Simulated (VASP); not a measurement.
# C (P6_3/mmc) in VASP: notebook, part 2 of 2

VASP 6.6.1.

### 3 Single point, revPBE+D4

This run uses another cell than the first one, of 6.01 Å³/atom.

INCAR reads:

```
SYSTEM = C
PREC = Accurate
ENCUT = 520
EDIFF = 1E-6
ISMEAR = -1
SIGMA = 0.05
LREAL = .False.
LASPH = .True.
NELM = 100
ALGO = Normal
ISIF = 2
LWAVE = .False.
LCHARG = .False.
GGA = RE
IVDW = 13
NBANDS = 36
```

KPOINTS reads:

```
Automatic mesh
0
Gamma
  12 12 3
  0 0 0
```

POSCAR reads:

```
C
1.0
    2.5715654994      0.0000000000      0.0000000000
   -1.2857827497      2.2270410500      0.0000000000
    0.0000000000      0.0000000000     12.5980301500
C
12
Direct
    0.6666666667      0.3333333333      0.3541700000
    0.3333333333      0.6666666667      0.8541700000
    0.6666666667      0.3333333333      0.1458300000
    0.3333333333      0.6666666667      0.6458300000
    0.6666666667      0.3333333333      0.4791700000
    0.3333333333      0.6666666667      0.9791700000
    0.6666666667      0.3333333333      0.0208300000
    0.3333333333      0.6666666667      0.5208300000
    0.0000000000      0.0000000000      0.8125000000
    0.0000000000      0.0000000000      0.3125000000
    0.0000000000      0.0000000000      0.6875000000
    0.0000000000      0.0000000000      0.1875000000
```

Potentials or basis: VASP PAW PBE potentials, release 64 (C).

Command:

```
> cat potpaw_PBE.64/C/POTCAR > POTCAR
> mpirun -np 1 vasp_std > vasp.out
```

Wall time 1.9 min (1 thread of Intel Xeon 8259CL, shared host); peak memory 0.21 GiB.

The run converged. Its results:

| Quantity | Value |
| --- | --- |
| Free energy | -109.7210 eV |
| Pressure | -28.0 GPa |
| Largest force | 0.304 eV/Å |
| Band gap on the k mesh | 4.22 eV (least direct gap 5.17 eV) |
| Dispersion energy per atom | -0.473 eV |

Forces on the atoms (eV/Å):
```
C    0.000  0.000  0.274
C    0.000  0.000  0.274
C    0.000  0.000 -0.274
C    0.000  0.000 -0.274
C    0.000  0.000 -0.021
C    0.000  0.000 -0.021
C    0.000  0.000  0.021
C    0.000  0.000  0.021
C    0.000  0.000  0.304
C    0.000  0.000  0.304
C    0.000  0.000 -0.304
C    0.000  0.000 -0.304
```

Stress tensor (GPa, compression positive):
```
-30.36   0.00   0.00
  0.00 -30.36   0.00
  0.00   0.00 -23.31
```

Levels at points of the mesh, in eV from the valence-band top:
| k point | band 21 | band 22 | band 23 | band 24 | band 25 | band 26 | band 27 | band 28 |
| --- | --- | --- | --- | --- | --- | --- | --- | --- |
| (0.00, 0.00, 0.00) | -0.93 | -0.14 | 0.00 | 0.00 | 5.17 | 5.17 | 5.51 | 6.19 |
| (0.50, 0.00, 0.00) | -3.84 | -3.84 | -3.44 | -2.74 | 4.39 | 4.95 | 5.12 | 5.45 |

Caveat: the stress differs along the axes, from -30 to -23 GPa; the PAW data sets were made with another functional, which shifts forces and pressure a little. A hybrid or GW would open this gap; revPBE tends to underestimate it.

### 4 Single point, RPBE+D3(BJ)

This run uses another cell than the first one, of 5.54 Å³/atom.

INCAR reads:

```
PREC = Accurate
ENCUT = 520
EDIFF = 1E-6
ISMEAR = -1
SIGMA = 0.05
LREAL = False
LASPH = True
NELM = 100
ALGO = Normal
ISIF = 2
LWAVE = False
LCHARG = False
GGA = RP
IVDW = 12
NBANDS = 36
```

KPOINTS reads:

```
Automatic mesh
0
Gamma
  12 12 3
```

POSCAR reads:

```
C
1.0
    2.4964588824      0.0000000000      0.0000000000
   -1.2482294412      2.1619968117      0.0000000000
    0.0000000000      0.0000000000     12.3108621647
C
12
Direct
    0.6666666667      0.3333333333      0.3549260124
    0.3333333333      0.6666666667      0.8549260124
    0.6666666667      0.3333333333      0.1450739876
    0.3333333333      0.6666666667      0.6450739876
    0.6666666667      0.3333333333      0.4792291532
    0.3333333333      0.6666666667      0.9792291532
    0.6666666667      0.3333333333      0.0207708468
    0.3333333333      0.6666666667      0.5207708468
    0.0000000000      0.0000000000      0.8131052931
    0.0000000000      0.0000000000      0.3131052931
    0.0000000000      0.0000000000      0.6868947069
    0.0000000000      0.0000000000      0.1868947069
```

Command:

```
> cat potpaw_PBE.64/C/POTCAR > POTCAR
> mpirun -np 1 vasp_std > vasp.out
```

Run time: 2.3 min. Hardware: 1 thread of Intel Xeon 8259CL, shared host; peak memory 0.22 GiB.

It converged, with:

```
Free energy                : -110.3400 eV
Pressure                   : 0.6 GPa
Largest force              : 0.005 eV/Å
Band gap on the k mesh     : 4.50 eV (least direct gap 5.44 eV)
Dispersion energy per atom : -0.599 eV
```

Forces on the atoms (eV/Å):
```
C    0.000  0.000 -0.001
C    0.000  0.000 -0.001
C    0.000  0.000  0.001
C    0.000  0.000  0.001
C    0.000  0.000  0.000
C    0.000  0.000  0.000
C    0.000  0.000  0.000
C    0.000  0.000  0.000
C    0.000  0.000 -0.005
C    0.000  0.000 -0.005
C    0.000  0.000  0.005
C    0.000  0.000  0.005
```

Levels at points of the mesh, in eV from the valence-band top:
```
           k point  band 21  band 22  band 23  band 24  band 25  band 26  band 27  band 28
(0.00, 0.00, 0.00)    -1.01    -0.17     0.00     0.00     5.44     5.44     5.58     6.56
(0.50, 0.00, 0.00)    -4.18    -4.14    -3.72    -2.99     4.67     5.27     5.33     5.67
```

Caveat: the PAW data sets were made with another functional, which shifts forces and pressure a little. A hybrid or GW would open this gap; RPBE tends to underestimate it.

### 5 Single point, revPBE+D4

This run uses another cell than the first one, of 5.59 Å³/atom.

INCAR reads:

```
SYSTEM = C
ALGO = Normal
EDIFF = 1E-6
ENCUT = 520
GGA = RE
ISIF = 2
ISMEAR = -1
IVDW = 13
LASPH = .True.
LCHARG = .False.
LREAL = .False.
LWAVE = .False.
NBANDS = 36
NELM = 100
PREC = Accurate
SIGMA = 0.05
```

KPOINTS reads:

```
k-points
0
Gamma
  12 12 3
  0 0 0
```

POSCAR reads:

```
C
1.0
    2.5046210097      0.0000000000      0.0000000000
   -1.2523105048      2.1690654212      0.0000000000
    0.0000000000      0.0000000000     12.3510061876
C
12
Direct
    0.6666666667      0.3333333333      0.3549091695
    0.3333333333      0.6666666667      0.8549091695
    0.6666666667      0.3333333333      0.1450908305
    0.3333333333      0.6666666667      0.6450908305
    0.6666666667      0.3333333333      0.4792303979
    0.3333333333      0.6666666667      0.9792303979
    0.6666666667      0.3333333333      0.0207696021
    0.3333333333      0.6666666667      0.5207696021
    0.0000000000      0.0000000000      0.8131133346
    0.0000000000      0.0000000000      0.3131133346
    0.0000000000      0.0000000000      0.6868866654
    0.0000000000      0.0000000000      0.1868866654
```

Command:

```
> cat potpaw_PBE.64/C/POTCAR > POTCAR
> mpirun -np 1 vasp_std > vasp.out
```

Run time: 2.8 min. Hardware: 1 thread of Intel Xeon 8259CL, shared host; peak memory 0.21 GiB.

Results (log left out):

- Free energy: -110.1883 eV
- Pressure: 0.6 GPa
- Largest force: 0.005 eV/Å
- Band gap on the k mesh: 4.47 eV (least direct gap 5.42 eV)
- Dispersion energy per atom: -0.506 eV

Forces in eV/Å, atoms in the order of the input:
```
C    0.000  0.000 -0.005
C    0.000  0.000 -0.005
C    0.000  0.000  0.005
C    0.000  0.000  0.005
C    0.000  0.000  0.004
C    0.000  0.000  0.004
C    0.000  0.000 -0.004
C    0.000  0.000 -0.004
C    0.000  0.000  0.000
C    0.000  0.000  0.000
C    0.000  0.000  0.000
C    0.000  0.000  0.000
```

Levels at points of the mesh, in eV from the valence-band top:
| k point | band 21 | band 22 | band 23 | band 24 | band 25 | band 26 | band 27 | band 28 |
| --- | --- | --- | --- | --- | --- | --- | --- | --- |
| (0.00, 0.00, 0.00) | -0.99 | -0.16 | 0.00 | 0.00 | 5.42 | 5.42 | 5.55 | 6.52 |
| (0.50, 0.00, 0.00) | -4.14 | -4.10 | -3.68 | -2.96 | 4.65 | 5.24 | 5.31 | 5.64 |

Caveat: the PAW data sets were made with another functional, which shifts forces and pressure a little. A k mesh can miss the band edges.

### 6 Single point, PBE

This run uses another cell than the first one, of 5.67 Å³/atom.

INCAR reads:

```
SYSTEM = C
ALGO = Normal
EDIFF = 1E-6
ENCUT = 520
GGA = PE
ISIF = 2
ISMEAR = 0
LASPH = .True.
LCHARG = .True.
LELF = .True.
LREAL = .False.
LVHAR = .True.
LWAVE = .False.
NBANDS = 36
NELM = 80
PREC = Accurate
SIGMA = 0.015
```

KPOINTS is that of step 5.

POSCAR reads:

```
C
1.0
    2.5221000000      0.0000000000      0.0000000000
   -1.2610500000      2.1842026709      0.0000000000
    0.0000000000      0.0000000000     12.3557000000
C
12
Direct
    0.6666666667      0.3333333333      0.3541700000
    0.3333333333      0.6666666667      0.8541700000
    0.6666666667      0.3333333333      0.1458300000
    0.3333333333      0.6666666667      0.6458300000
    0.6666666667      0.3333333333      0.4791700000
    0.3333333333      0.6666666667      0.9791700000
    0.6666666667      0.3333333333      0.0208300000
    0.3333333333      0.6666666667      0.5208300000
    0.0000000000      0.0000000000      0.8125000000
    0.0000000000      0.0000000000      0.3125000000
    0.0000000000      0.0000000000      0.6875000000
    0.0000000000      0.0000000000      0.1875000000
```

Potentials or basis: VASP PAW PBE potentials, release 64 (C).

Command:

```
> cat potpaw_PBE.64/C/POTCAR > POTCAR
> mpirun -np 1 vasp_std > vasp.out
```

Run time: 2 min. Hardware: 1 thread of Intel Xeon 8259CL, shared host; peak memory 0.21 GiB.

Results (log left out):

```
Free energy            : -109.0221 eV
Pressure               : 2.7 GPa
Largest force          : 0.332 eV/Å
Band gap on the k mesh : 4.38 eV (least direct gap 5.30 eV)
```

Forces in eV/Å, atoms in the order of the input:
```
C    0.000  0.000  0.310
C    0.000  0.000  0.310
C    0.000  0.000 -0.310
C    0.000  0.000 -0.310
C    0.000  0.000 -0.027
C    0.000  0.000 -0.027
C    0.000  0.000  0.027
C    0.000  0.000  0.027
C    0.000  0.000  0.332
C    0.000  0.000  0.332
C    0.000  0.000 -0.332
C    0.000  0.000 -0.332
```

Stress tensor (GPa, compression positive):
```
0.02 0.00 0.00
0.00 0.02 0.00
0.00 0.00 8.20
```

Levels at points of the mesh, in eV from the valence-band top:
```csv
k point,band 22,band 23,band 24,band 25,band 26,band 27
"(0.00, 0.00, 0.00)",-0.15,0.00,0.00,5.30,5.30,5.66
"(0.50, 0.00, 0.00)",-4.06,-3.63,-2.89,4.52,5.10,5.26
```

Caveat: the stress differs along the axes, from 0 to 8 GPa. A k mesh can miss the band edges.

### 7 Summary

```tsv
level	cell	smearing	gap on the mesh (eV)	pressure (GPa)	largest force (eV/Å)
revPBE+D4	a = 2.555, b = 2.555, c = 12.518 Å, angles 90.0, 90.0, 120.0°, 12 atoms, atomic positions A	fermi-dirac 0.05 eV	4.27	-21.2	0.31
revPBE+D4	a = 2.572, b = 2.572, c = 12.598 Å, angles 90.0, 90.0, 120.0°, 12 atoms, atomic positions A	fermi-dirac 0.05 eV	4.22	-28.0	0.30
RPBE+D3(BJ)	a = 2.496, b = 2.496, c = 12.311 Å, angles 90.0, 90.0, 120.0°, 12 atoms, atomic positions B	fermi-dirac 0.05 eV	4.50	0.6	0.01
revPBE+D4	a = 2.505, b = 2.505, c = 12.351 Å, angles 90.0, 90.0, 120.0°, 12 atoms, atomic positions B	fermi-dirac 0.05 eV	4.47	0.6	-
PBE	a = 2.522, b = 2.522, c = 12.356 Å, angles 90.0, 90.0, 120.0°, 12 atoms, atomic positions A	gaussian 0.015 eV	4.38	2.7	0.33
```

Alike in all rows: task single point; potentials or basis VASP PAW PBE potentials, release 64 (C); no spin polarisation; k mesh 12 × 12 × 3; cutoff (eV) 520.

Caveats: the PAW data sets were made with another functional, which shifts forces and pressure a little (at least some runs); the stress differs along the axes, from -24 to -16 GPa (at least some runs); the stress differs along the axes, from -30 to -23 GPa (at least some runs); the stress differs along the axes, from 0 to 8 GPa (at least some runs).

Total energies depend on the potentials used, so only differences within one code and one set of settings carry meaning.
